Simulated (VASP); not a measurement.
Here is a VASP 6.6.1 calculation.

File POSCAR:

```
Be
1.0
    2.2656737711      0.0000000000      0.0000000000
   -1.1328368856      1.9621310424      0.0000000000
    0.0000000000      0.0000000000      3.5587036795
Be
2
Direct
    0.3333333333      0.6666666667      0.2500000000
    0.6666666667      0.3333333333      0.7500000000
```

INCAR.step1

```
PREC = Accurate
ENCUT = 520
EDIFF = 1E-5
ISMEAR = -1
SIGMA = 0.1
LREAL = False
LASPH = True
NELM = 100
ALGO = Normal
ISIF = 2
LWAVE = True
LCHARG = False
NBANDS = 9
GGA = PE
```

Contents of INCAR.step2:

```
PREC = Accurate
ENCUT = 520
EDIFF = 1E-6
ISMEAR = -1
SIGMA = 0.1
LREAL = False
LASPH = True
NELM = 100
ALGO = Normal
ISIF = 2
LWAVE = False
LCHARG = False
GGA = PE
LHFCALC = True
AEXX = 0.25
PRECFOCK = Normal
NBANDS = 9
ISTART = 1
```

KPOINTS

```
Automatic mesh
0
Gamma
  8 8 5
```

Potentials or basis: VASP PAW PBE potentials, release 64 (Be).

Run with:

```console
$ cat potpaw_PBE.64/Be/POTCAR > POTCAR
$ cp INCAR.step1 INCAR
$ mpirun -np 1 vasp_std > vasp.out
$ cp INCAR.step2 INCAR
$ mpirun -np 1 vasp_std > vasp.out
```

Task: What does it give for the band gap on the k mesh?

Result: Zero (band 2 reaches 8.19 eV, above the bottom of band 3 at 7.65 eV).

Task: What does it give for the pressure?

Result: -0.7 GPa.

Stress tensor (GPa, compression positive):
```
-3.19  0.00  0.00
 0.00 -3.19  0.00
 0.00  0.00  4.35
```

Caveat: the k points lie up to 0.40 Å⁻¹ apart; the PAW data sets were made with another functional, which shifts forces and pressure a little.
